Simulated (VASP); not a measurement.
# TiSi16O32 (a cell with a defect) in VASP: single point with HSE06

Aim: the single point of TiSi16O32 (a cell with a defect) with HSE06.

Program: VASP 6.6.1. These are calculated values, not measurements. Logs are shortened: lines on timing, memory, paths and dates and some standing lists are left out, and cuts for length are marked.

**1. The cell of the first run**

The cell holds a defect, 49 atoms: a = 10.098 Å, b = 10.098 Å, c = 10.098 Å, α = 119.58°, β = 119.58°, γ = 90.74°.

**2. Single point, HSE06**

POSCAR reads:

```
TiSi16O32
1.0
   -5.0813926894      5.0813926894      7.0944098913
    5.0813926894     -5.0813926894      7.0944098913
    5.0813926894      5.0813926894     -7.0944098913
Si O Ti
16 32 1
Direct
    0.1153185579      0.1430229990      0.7608043081
    0.1617957851      0.6471256035      0.2803704672
    0.6075843542      0.0847158457      0.1722066150
    0.5805953642      0.5379839051      0.6740469118
    0.4951190784      0.2764256113     -0.0208062149
    0.5305715043      0.7670470349      0.5393261313
    0.9875686047      0.2443505500      0.4905462237
    0.9487740559      0.7269072391     -0.0095863951
    0.0157440893      0.2767096054      0.0428413797
    0.0310890688      0.7744049549      0.5283470483
    0.5398157439      0.2356769411      0.4825043006
    0.4636175452      0.7341506177      0.0109524245
    0.1318008793      0.1082794030      0.2544022509
    0.0895570927      0.6283500517      0.7566592511
    0.6460096028      0.1475318089      0.7582116978
    0.6570339388      0.6618335321      0.2960075620
    0.0485235185      0.2322337169      0.8865947735
    0.1359471816      0.7593453453      0.4437152649
    0.5287724995      0.1144692141      0.2854858806
    0.4557724886      0.5566898877      0.8677988418
    0.0467270740      0.4325383050      0.6563097650
    0.0302742458      0.9244225003      0.1543944796
    0.5940743861      0.4643526822      0.1529860449
    0.5987479377      0.9627851577      0.6964369498
    0.3029569724      0.2506347499      0.8763335502
    0.3493444606      0.7204179368      0.3612250552
    0.8066099578      0.1716456180      0.3068344535
    0.7566252813      0.6584119297      0.8894555374
    0.3308007691      0.1620087809      0.3822782914
    0.2768748149      0.7290587779      0.9346312978
    0.8250589884      0.2523284272      0.9541087515
    0.8433858474      0.7264699963      0.3676112483
    0.0653606569      0.1559816397      0.1082826232
    0.0497087878      0.6562161423      0.5971364095
    0.6356664349      0.1509251679      0.5943180626
    0.5539287862      0.7530241134      0.2080139621
    0.1223364703      0.4620003157      0.2238774053
    0.1006083987      0.9610688414      0.7083389821
    0.6263143389      0.4098569430      0.5278397076
    0.5589831525      0.8873758159      0.0370039465
    0.1223241861      0.2345650622      0.4357179274
   -0.0193885217      0.6919962231      0.8345435897
    0.5220242143      0.2348511915      0.8113631450
    0.6503821775      0.7155204978      0.4723267588
    0.5421578801      0.1548071548      0.0422754963
    0.5232015168      0.6720210496      0.6259910071
    1.0090189602      0.1344426426      0.5700801133
    1.0433034247      0.6420446080      0.0945906774
    0.3915715215      0.3580003709      0.6566972300
```

INCAR.step1 reads:

```
SYSTEM = TiSi16O32
PREC = Accurate ; ENCUT = 520
EDIFF = 1E-5 ; ISMEAR = -1
SIGMA = 0.01 ; LREAL = Auto
LASPH = .TRUE. ; NELM = 120
ALGO = Normal ; ISIF = 2
LWAVE = .TRUE. ; LCHARG = .FALSE.
NBANDS = 164 ; GGA = PE
GGA_COMPAT = .FALSE.
```

INCAR.step2 reads:

```
SYSTEM = TiSi16O32
PREC = Accurate ; ENCUT = 520
EDIFF = 1E-6 ; ISMEAR = -1
SIGMA = 0.01 ; LREAL = Auto
LASPH = .TRUE. ; NELM = 120
ALGO = Normal ; ISIF = 2
LWAVE = .FALSE. ; LCHARG = .FALSE.
GGA = PE ; LHFCALC = .TRUE.
HFSCREEN = 0.2079 ; PRECFOCK = Fast
NBANDS = 164 ; ISTART = 1
GGA_COMPAT = .FALSE.
```

KPOINTS reads:

```
Automatic mesh
0
G
  1 1 1
  0 0 0
```

Potentials or basis: VASP PAW PBE potentials, release 64 (Si, O, Ti_sv).

Launch:

```bash
> cat potpaw_PBE.64/Si/POTCAR potpaw_PBE.64/O/POTCAR potpaw_PBE.64/Ti_sv/POTCAR > POTCAR
> cp INCAR.step1 INCAR
> mpirun -np 1 vasp_gam > vasp.out
> cp INCAR.step2 INCAR
> mpirun -np 1 vasp_gam > vasp.out
```

OUTCAR:

```text
SYSTEM = TiSi16O32
   PREC = Accurate
   ENCUT = 520
   EDIFF = 1E-6
   ISMEAR = -1
   LREAL = Auto
   LASPH = .TRUE.
   NELM = 120
   ISIF = 2
   GGA = PE
   LHFCALC = .TRUE.
   HFSCREEN = 0.2079
   PRECFOCK = Fast
   ISTART = 1

 ion  position               nearest neighbor table
   1  0.115  0.143  0.761-  17 1.62  38 1.62  25 1.63  47 1.63  10 3.07   7 3.08
   2  0.162  0.647  0.280-  48 1.63  26 1.63  18 1.63  37 1.64   6 3.05   9 3.07  10 3.13
   3  0.608  0.085  0.172-  19 1.61  40 1.64  45 1.65  27 1.65  12 3.02
   4  0.581  0.538  0.674-  46 1.67  39 1.69  28 1.70  49 2.50  11 2.57   8 3.12   6 3.15
   5  0.495  0.276  0.979-  23 1.62  45 1.62  25 1.63  43 1.70  15 3.09
   6  0.531  0.767  0.539-  46 1.61  44 1.63  24 1.64  26 1.64   2 3.05  16 3.06   4 3.15
   7  0.988  0.244  0.491-  27 1.61  21 1.62  47 1.62  41 1.69   1 3.08
   8  0.949  0.727  0.990-  28 1.61  42 1.63  48 1.63  22 1.66  14 3.10   4 3.12
   9  0.016  0.277  0.043-  17 1.62  37 1.62  31 1.62  33 1.63   2 3.07  15 3.08
  10  0.031  0.774  0.528-  32 1.62  34 1.62  18 1.63  38 1.64   1 3.07  16 3.09   2 3.13  14 3.14

  11  0.540  0.236  0.483-  39 1.68  35 1.69  19 1.69  29 1.77   4 2.57  49 2.71  15 3.04
  12  0.464  0.734  0.011-  20 1.62  36 1.63  30 1.64  40 1.64   3 3.02  16 3.03  14 3.10
  13  0.132  0.108  0.254-  33 1.61  22 1.61  29 1.65  41 1.69  49 2.99
  14  0.090  0.628  0.757-  42 1.62  30 1.62  34 1.63  21 1.64   8 3.10  12 3.10  10 3.14
  15  0.646  0.148  0.758-  24 1.62  35 1.62  31 1.63  43 1.69  11 3.04   9 3.08   5 3.09
  16  0.657  0.662  0.296-  44 1.62  36 1.63  32 1.63  23 1.64  12 3.03   6 3.06  10 3.09
  17  0.049  0.232  0.887-   1 1.62   9 1.62
  18  0.136  0.759  0.444-  10 1.63   2 1.63
  19  0.529  0.114  0.285-   3 1.61  11 1.69
  20  0.456  0.557  0.868-  12 1.62  49 1.84
  21  0.047  0.433  0.656-   7 1.62  14 1.64
  22  0.030  0.924  0.154-  13 1.61   8 1.66
  23  0.594  0.464  0.153-   5 1.62  16 1.64
  24  0.599  0.963  0.696-  15 1.62   6 1.64
  25  0.303  0.251  0.876-   5 1.63   1 1.63
  26  0.349  0.720  0.361-   2 1.63   6 1.64
[... 9 lines left out ...]
  36  0.554  0.753  0.208-  16 1.63  12 1.63
  37  0.122  0.462  0.224-   9 1.62   2 1.64
  38  0.101  0.961  0.708-   1 1.62  10 1.64
  39  0.626  0.410  0.528-  11 1.68   4 1.69
  40  0.559  0.887  0.037-  12 1.64   3 1.64
  41  0.122  0.235  0.436-  13 1.69   7 1.69  49 2.26
  42  0.981  0.692  0.835-  14 1.62   8 1.63
  43  0.522  0.235  0.811-  15 1.69   5 1.70  49 2.38
  44  0.650  0.716  0.472-  16 1.62   6 1.63
  45  0.542  0.155  0.042-   5 1.62   3 1.65
  46  0.523  0.672  0.626-   6 1.61   4 1.67
  47  0.009  0.134  0.570-   7 1.62   1 1.63
  48  0.043  0.642  0.095-   2 1.63   8 1.63
  49  0.392  0.358  0.657-  20 1.84  29 2.20  41 2.26  43 2.38   4 2.50  11 2.71  13 2.99

  LATTYP: Found a body centered tetragonal cell.
 ALAT       =    10.1627853788
 C/A-ratio  =     1.3961546224

  Lattice vectors:
[... 219 lines left out ...]
   IMIX   =      1    mixing-type and parameters
     AMIX     =   0.40;   BMIX     =  1.00
     AMIX_MAG =   1.60;   BMIX_MAG =  1.00
  volume/ion in A,a.u.               =      14.95       100.91
  Fermi-wavevector in a.u.,A,eV,Ry     =   1.170772  2.212439 18.649617  1.370708
  Thomas-Fermi vector in A             =   2.307226
   LORBIT       =      0    0 simple, 1 ext, 2 COOP (PROOUT), +10 PAW based schemes
   GGA     = PE    functional components
   LHFCALC =     T    Hartree Fock is set to
   PRECFOCK=fast      Normal, Fast or Accurate (Low or Medium for compatibility)
   ENCUT4O =  -1.0   cutoff for four orbital integrals eV
   NKREDX  =     1    reduce k-point grid by
   NKREDY  =     1    reduce k-point grid by
   NKREDZ  =     1    reduce k-point grid by
   AEXX    =    0.2500 exact exchange contribution
   HFSCREEN=    0.2079 screening length (either q_TF or 0.3 A-1)
   HFSCREENC=   0.2079 screening length for correlation (either q_TF or 0.3 A-1)
   ENCUTFOCK=  -1.0 apply spherical cutoff to Coloumb kernel
   IVDW    =     0    specifies the selected vdW correction
   LEPSILON=     F    determine dielectric tensor
   LRPA    =     F    only Hartree local field effects (RPA)
 non-spin polarized calculation
  energy-cutoff  :      520.00
  volume of cell :      732.73
 maximum number of plane-waves:      9870
 NGX is ok and might be reduce to    80
  NGX = 40; NGY = 40; NGZ = 40

 number of electron     267.9999999 magnetization

 Free energy of the ion-electron system (eV)
  ---------------------------------------------------
  ext. energy  EPLUGINS =         0.00000000
  ---------------------------------------------------
  free energy    TOTEN  =      -472.11147710 eV

  energy without entropy =     -472.11147710  energy(sigma->0) =     -472.11147710

 E-fermi :   3.6288     XC(G=0):  -6.9027

 val. band max:        3.2862716123   @ k =   0.0000   0.0000   0.0000
 cond. band min:       5.7195570587   @ k =   0.0000   0.0000   0.0000
 fundamental gap:      2.4332854464
 Fermi energy:         3.6287873827

 k-point     1 :       0.0000    0.0000    0.0000
  band No.  band energies     occupation
      1     -58.1628      2.00000
      2     -33.5061      2.00000
      3     -32.7696      2.00000
      4     -32.4395      2.00000
      5     -22.3315      2.00000
      6     -21.9563      2.00000
[... 138 lines left out ...]
    145       8.7718      0.00000
    146       8.8301      0.00000
 [bands above 146 left out]

------------------------ aborting loop because EDIFF is reached ----------------------------------------

  FORCE on cell =-STRESS in cart. coord.  units (eV):
  Direction    XX          YY          ZZ          XY          YZ          ZX
  --------------------------------------------------------------------------------------
  -------------------------------------------------------------------------------------
  Total      -25.3686812    -25.7406872    -27.1198000     -0.9619204      0.7417417     -5.3678185
  in kB      -55.4710885    -56.2845158    -59.3000800     -2.1033325      1.6218904    -11.7372571
  external PRESSURE =     -57.0185614 kB  Pullay stress =       0.0000000 kB

 VOLUME and BASIS-vectors are now :
 -----------------------------------------------------------------------------
  energy-cutoff  :      520.00
  volume of cell :      732.73
      direct lattice vectors                 reciprocal lattice vectors
    -5.081392689  5.081392689  7.094409891     0.000000000  0.098398221  0.070478025
     5.081392689 -5.081392689  7.094409891     0.098398221  0.000000000  0.070478025
     5.081392689  5.081392689 -7.094409891     0.098398221  0.098398221  0.000000000

 POSITION                                       TOTAL-FORCE (eV/Angst)
 -----------------------------------------------------------------------------------
      4.00672      3.72517     -3.56468         0.057666     -0.023193     -0.007748
      3.89082     -1.04148      3.74976         0.007038      0.019259      0.018115
     -1.78185      3.53195      3.68976        -0.115693     -0.007936      0.025428
      3.20857      3.64162      3.15369        -0.006857      0.145357      0.467743
      3.86440      6.08694     -1.47315         0.067921     -0.019801      0.016003
      3.94215      1.53890      5.37964         0.006565      0.035530      0.005309
[... 41 lines left out ...]
      3.52309     -2.56179      4.19107         0.271757      0.047173      0.078576
      3.16635      3.50752      0.65889        -0.048912     -0.081035      0.074808
 -----------------------------------------------------------------------------------
    total drift:                               -0.010952      0.020800      0.031192

  FREE ENERGIE OF THE ION-ELECTRON SYSTEM (eV)
  ---------------------------------------------------
  free  energy   TOTEN  =      -472.1114771030 eV

  energy  without entropy=     -472.1114771030  energy(sigma->0) =     -472.11147710
```

Wall time 28 min (1 thread of Intel Xeon 8259CL, shared host); peak memory 1.2 GiB.

What came out:

```yaml
Free_energy: -472.1115 eV
Pressure: -5.7 GPa
Largest_force: 0.695 eV/Å
Band_gap_on_the_k_mesh: 2.43 eV
```

Forces in eV/Å, atoms in the order of the input:
```
Si   0.058 -0.023 -0.008
Si   0.007  0.019  0.018
Si  -0.116 -0.008  0.025
Si  -0.007  0.145  0.468
Si   0.068 -0.020  0.016
Si   0.007  0.036  0.005
Si  -0.020  0.007  0.014
Si  -0.007 -0.027 -0.006
Si   0.012 -0.001 -0.010
Si  -0.016  0.019 -0.001
Si  -0.421 -0.228  0.093
Si  -0.302  0.042 -0.125
Si   0.075  0.032 -0.002
Si   0.001  0.022  0.006
Si   0.078  0.114 -0.141
Si   0.010 -0.023  0.064
O   -0.083  0.229 -0.122
O   -0.200 -0.124 -0.236
O    0.108  0.135  0.265
O    0.678 -0.061  0.140
O   -0.117 -0.146  0.128
O   -0.112 -0.027  0.267
O   -0.001 -0.159 -0.018
O   -0.170 -0.216  0.193
O   -0.221  0.105 -0.158
O    0.138  0.228 -0.334
O    0.121  0.113 -0.191
O   -0.311 -0.033  0.257
O    0.093 -0.037  0.059
O   -0.320 -0.081 -0.015
O   -0.390 -0.032  0.121
O    0.136  0.235 -0.261
O    0.260  0.120 -0.017
O    0.302  0.024  0.067
O    0.564 -0.306 -0.115
O   -0.373  0.094  0.004
O   -0.137 -0.354  0.138
O   -0.119 -0.343  0.191
O    0.217  0.106 -0.626
O    0.407  0.032 -0.245
O   -0.217 -0.166 -0.256
O   -0.033  0.332 -0.084
O   -0.098  0.387 -0.092
O    0.034 -0.391 -0.035
O    0.203  0.011  0.036
O   -0.266  0.093  0.124
O    0.258  0.161  0.247
O    0.272  0.047  0.079
Ti  -0.049 -0.081  0.075
```

Levels at points of the mesh, in eV from the valence-band top:
| k point | band 131 | band 132 | band 133 | band 134 | band 135 | band 136 | band 137 | band 138 |
| --- | --- | --- | --- | --- | --- | --- | --- | --- |
| (0.00, 0.00, 0.00) | -4.48 | -4.27 | -2.00 | 0.00 | 2.43 | 2.77 | 2.82 | 3.22 |

Caveat: the k points lie up to 0.76 Å⁻¹ apart; the PAW data sets were made with another functional, which shifts forces and pressure a little.
